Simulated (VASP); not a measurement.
# Fe (Im-3m) in VASP: notebook

Runs on Fe. Level: PBE. Tasks: single point.

Everything below comes from runs of VASP 6.6.1. Logs are shortened: lines on timing, memory, paths and dates and some standing lists are left out, and cuts for length are marked.

**1. The cell of the first run**

Symmetry: Im-3m, No. 229, cubic system. Conventional cell: a = 2.832 Å, b = 2.832 Å, c = 2.832 Å, α = 90.00°, β = 90.00°, γ = 90.00°. Fe (site symmetry m-3m) has 14 Fe at 2.45 to 2.83 Å within 3.2 Å.

**2. Single point, PBE, collinear spin, ferromagnetic start**

INCAR

```
SYSTEM = Fe
PREC = Accurate
ENCUT = 520
EDIFF = 1E-6
ISMEAR = -1
SIGMA = 0.05
LREAL = .FALSE.
LASPH = .TRUE.
NELM = 150
ALGO = Normal
ISIF = 2
LWAVE = .FALSE.
LCHARG = .TRUE.
ISPIN = 2
MAGMOM = 3
LORBIT = 11
LMAXMIX = 4
GGA = PE
LELF = .TRUE.
LVHAR = .TRUE.
NBANDS = 14
```

KPOINTS

```
Automatic mesh
0
G
  16 16 16
  0 0 0
```

POSCAR

```
Fe
1.0
   -1.4161262268      1.4161262268      1.4161262268
    1.4161262268     -1.4161262268      1.4161262268
    1.4161262268      1.4161262268     -1.4161262268
Fe
1
Direct
    0.0000000000      0.0000000000      0.0000000000
```

Potentials or basis: VASP PAW PBE potentials, release 64 (Fe).

Run with:

```bash
$ cat potpaw_PBE.64/Fe/POTCAR > POTCAR
$ mpirun -np 1 vasp_std > vasp.out
```

OUTCAR:

```text
SYSTEM = Fe
   PREC = Accurate
   ENCUT = 520
   EDIFF = 1E-6
   ISMEAR = -1
   LREAL = .FALSE.
   LASPH = .TRUE.
   NELM = 150
   ISIF = 2
   ISPIN = 2
   LORBIT = 11
   GGA = PE

 ion  position               nearest neighbor table
   1  0.000  0.000  0.000-

  LATTYP: Found a body centered cubic cell.
 ALAT       =     2.8322524536

  Lattice vectors:

 A1 = (  -1.4161262268,   1.4161262268,   1.4161262268)
 A2 = (   1.4161262268,  -1.4161262268,   1.4161262268)
 A3 = (   1.4161262268,   1.4161262268,  -1.4161262268)

Analysis of symmetry for initial positions (statically):
=====================================================================
 Subroutine PRICEL returns:
 Original cell was already a primitive cell.

 Routine SETGRP: Setting up the symmetry group for a
 body centered cubic supercell.

 Subroutine GETGRP returns: Found 48 space group operations
 (whereof 48 operations were pure point group operations)
 out of a pool of 48 trial point group operations.

The static configuration has the point symmetry O_h .

Analysis of symmetry for dynamics (positions and initial velocities):
=====================================================================
 Subroutine PRICEL returns:
 Original cell was already a primitive cell.

 Routine SETGRP: Setting up the symmetry group for a
 body centered cubic supercell.

 Subroutine GETGRP returns: Found 48 space group operations
 (whereof 48 operations were pure point group operations)
 out of a pool of 48 trial point group operations.

The dynamic configuration has the point symmetry O_h .

Analysis of structural, dynamic, and magnetic symmetry:
=====================================================================
 Subroutine PRICEL returns:
 Original cell was already a primitive cell.

 Routine SETGRP: Setting up the symmetry group for a
 body centered cubic supercell.

 Subroutine GETGRP returns: Found 48 space group operations
 (whereof 48 operations were pure point group operations)
 out of a pool of 48 trial point group operations.

The overall configuration has the point symmetry O_h .

 Subroutine INISYM returns: Found 48 space group operations
 (whereof 48 operations are pure point group operations),
 and found     1 'primitive' translations

----------------------------------------------------------------------------------------

                                     Primitive cell

  volume of cell :      11.3597

  direct lattice vectors                    reciprocal lattice vectors
    -1.416126227  1.416126227  1.416126227     0.000000000  0.353075870  0.353075870
     1.416126227 -1.416126227  1.416126227     0.353075870  0.000000000  0.353075870
     1.416126227  1.416126227 -1.416126227     0.353075870  0.353075870  0.000000000
[... 124 lines left out ...]
  ---------------------------------------------------
  free energy    TOTEN  =        -8.24486531 eV

  energy without entropy =       -8.23594265  energy(sigma->0) =       -8.24040398

 E-fermi :   5.8299     XC(G=0): -13.1167

 val. band max:        5.8256748645   @ k =   0.4375   0.0625   0.0625
 cond. band min:       5.8350294729   @ k =  -0.4375   0.4375   0.3750
 fundamental gap:      0.0093546084
 Fermi energy:         5.8299254933

 spin component 1

 k-point     1 :       0.0000    0.0000    0.0000
  band No.  band energies     occupation
      1      -2.6111      1.00000
      2       3.5201      1.00000
      3       3.5201      1.00000
      4       3.5201      1.00000
      5       4.7336      1.00000
      6       4.7336      1.00000
      7      30.8442      0.00000
      8      30.8442      0.00000
      9      30.8442      0.00000
     10      35.9295      0.00000
     11      35.9295      0.00000
     12      38.2329      0.00000
     13      38.2329      0.00000
     14      38.2329      0.00000
[... 379 lines left out ...]
      3       3.1265      1.00000
      4       4.6009      1.00000
      5       5.0664      1.00000
      6       6.8531      0.00000
      7      18.0163      0.00000
      8      20.1088      0.00000
      9      26.1430      0.00000
     10      31.7781      0.00000
     11      35.6516      0.00000
     12      39.7289      0.00000
     13      43.5746      0.00000
     14      45.9393      0.00000

 [... further k-points ...]

 spin component 2

 k-point     1 :       0.0000    0.0000    0.0000
  band No.  band energies     occupation
      1      -2.4387      1.00000
      2       5.4410      0.99958
      3       5.4411      0.99958
      4       5.4411      0.99958
      5       7.4924      0.00000
      6       7.4926      0.00000
      7      30.5977      0.00000
      8      30.5977      0.00000
      9      30.5977      0.00000
     10      36.1305      0.00000
     11      36.1305      0.00000
     12      38.8960      0.00000
     13      38.8960      0.00000
     14      38.8960      0.00000
[... 379 lines left out ...]
      3       4.6460      1.00000
      4       7.0947      0.00000
      5       7.7389      0.00000
      6       8.7370      0.00000
      7      18.8325      0.00000
      8      20.7520      0.00000
      9      26.6615      0.00000
     10      31.9425      0.00000
     11      35.9847      0.00000
     12      40.1499      0.00000
     13      43.9274      0.00000
     14      46.5607      0.00000

 [... further k-points ...]

------------------------ aborting loop because EDIFF is reached ----------------------------------------

  FORCE on cell =-STRESS in cart. coord.  units (eV):
  Direction    XX          YY          ZZ          XY          YZ          ZX
  --------------------------------------------------------------------------------------
  -------------------------------------------------------------------------------------
  Total        0.0132239      0.0132239      0.0132239      0.0000000      0.0000000     -0.0000000
  in kB        1.8651068      1.8651068      1.8651068      0.0000000      0.0000000     -0.0000000
  external PRESSURE =       1.8651068 kB  Pullay stress =       0.0000000 kB

 VOLUME and BASIS-vectors are now :
 -----------------------------------------------------------------------------
  energy-cutoff  :      520.00
  volume of cell :       11.36
      direct lattice vectors                 reciprocal lattice vectors
    -1.416126227  1.416126227  1.416126227     0.000000000  0.353075870  0.353075870
     1.416126227 -1.416126227  1.416126227     0.353075870  0.000000000  0.353075870
     1.416126227  1.416126227 -1.416126227     0.353075870  0.353075870  0.000000000

 POSITION                                       TOTAL-FORCE (eV/Angst)
 -----------------------------------------------------------------------------------
      0.00000      0.00000      0.00000        -0.000000      0.000000      0.000000
 -----------------------------------------------------------------------------------
    total drift:                                0.000000     -0.000000      0.000000

  FREE ENERGIE OF THE ION-ELECTRON SYSTEM (eV)
  ---------------------------------------------------
  free  energy   TOTEN  =        -8.2448653118 eV

  energy  without entropy=       -8.2359426501  energy(sigma->0) =       -8.24040398

 total charge

# of ion       s       p       d       tot
------------------------------------------
    1        0.487   0.541   6.240   7.268

 magnetization (x)

# of ion       s       p       d       tot
------------------------------------------
    1       -0.013  -0.054   2.266   2.198
```

stdout:

```text
POSCAR found type information on POSCAR Fe
 POSCAR found :  1 types and       1 ions
 scaLAPACK will be used
 LDA part: xc-table for (Slater+PW92), standard interpolation
 POSCAR, INCAR and KPOINTS ok, starting setup
 FFT: planning ... GRIDC
 FFT: planning ... GRID_SOFT
 FFT: planning ... GRID
 WAVECAR not read
 entering main loop
```

It took 24 s on 1 thread of AMD EPYC 9R45 (Zen 5), shared host; peak memory 0.12 GiB.

Results:

- Free energy: -8.2449 eV
- Pressure: 0.2 GPa
- Net moment: 2.20 μB per cell
- Site moments: Fe +2.20 μB
- Valence electrons inside the program's atomic spheres: Fe 7.27

**3. Single point, PBE, collinear spin, ferromagnetic start**

INCAR

```
SYSTEM = Fe
  PREC = Accurate
  ENCUT = 520
  EDIFF = 1E-6
  ISMEAR = -1
  SIGMA = 0.05
  LREAL = .False.
  LASPH = .True.
  NELM = 150
  ALGO = Normal
  ISIF = 2
  LWAVE = .False.
  LCHARG = .True.
  ISPIN = 2
  MAGMOM = 3
  LORBIT = 11
  LMAXMIX = 4
  GGA = PE
  LELF = .True.
  LVHAR = .True.
  NBANDS = 14
```

KPOINTS

```
regular mesh
0
Gamma
  16 16 16
  0 0 0
```

POSCAR

```
Fe
1.0
   -1.4155095821      1.4155095821      1.4155095821
    1.4155095821     -1.4155095821      1.4155095821
    1.4155095821      1.4155095821     -1.4155095821
Fe
1
Direct
    0.0000000000      0.0000000000      0.0000000000
```

Potentials or basis: VASP PAW PBE potentials, release 64 (Fe).

Run with:

```bash
$ cat potpaw_PBE.64/Fe/POTCAR > POTCAR
$ mpirun -np 1 vasp_std > vasp.out
```

It took 22 s on 1 thread of AMD EPYC 9R45 (Zen 5), shared host; peak memory 0.12 GiB.

The run converged. Its results:

```yaml
Free_energy: -8.2448 eV
Pressure: 0.4 GPa
Net_moment: 2.20 μB per cell
Site_moments: Fe +2.19 μB
Valence_electrons_inside_the_program's_atomic_spheres: Fe 7.27
```

Levels at points of the mesh, in eV from the Fermi level:
Spin up:
```csv
k point,band 2,band 3,band 4,band 5,band 6,band 7,band 8,band 9
"(0.00, 0.00, 0.00)",-2.31,-2.31,-2.31,-1.10,-1.10,25.03,25.03,25.03
"(0.50, 0.00, 0.00)",-3.40,-1.03,-0.91,0.38,0.51,7.36,18.37,20.24
"(0.50, 0.50, 0.50)",-4.86,0.11,0.11,0.11,9.94,9.94,9.94,15.65
```
Spin down:
| k point | band 1 | band 2 | band 3 | band 4 | band 5 | band 6 | band 7 |
| --- | --- | --- | --- | --- | --- | --- | --- |
| (0.00, 0.00, 0.00) | -8.28 | -0.40 | -0.40 | -0.40 | 1.66 | 1.66 | 24.78 |
| (0.50, 0.00, 0.00) | -3.65 | -1.68 | 0.62 | 1.51 | 1.92 | 2.61 | 8.74 |
| (0.50, 0.50, 0.50) | -3.04 | -3.04 | 2.30 | 2.30 | 2.30 | 10.21 | 10.21 |
